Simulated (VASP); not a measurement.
Si32PC30 (a cell with a defect), 63 atoms in the cell. The cell holds a defect, 63 atoms: a = 8.708 Å, b = 8.708 Å, c = 8.708 Å, α = 90.00°, β = 90.00°, γ = 90.00°. 

```yaml
Program: VASP 6.6.1
Task: single point
Functional: PBE
Potentials_or_basis: VASP PAW PBE potentials, release 64 (Si, C, P)
Cutoff: 520 eV
k_mesh: 1 × 1 × 1
Occupations: gaussian, width 0.05 eV
Spin: collinear spin, zero start
Dipole_correction: no
Further_INCAR_settings: LREAL = Auto; ALGO = Normal; EDIFF = 1e-06; NBANDS = 168
```

Potentials or basis: VASP PAW PBE potentials, release 64 (Si, C, P).

Run with:

```sh
$ cat potpaw_PBE.64/Si/POTCAR potpaw_PBE.64/C/POTCAR potpaw_PBE.64/P/POTCAR > POTCAR
$ mpirun -np 1 vasp_gam > vasp.out
```

Hardware: 1 thread of Oxide Virtual Turin-like Processor, with other jobs on the host.

Estimate the wall time of this run.

It took 11 min on 1 thread of Oxide Virtual Turin-like Processor, on a shared host, peak memory 0.95 GiB. Counts: scf iterations 22, k points 1.
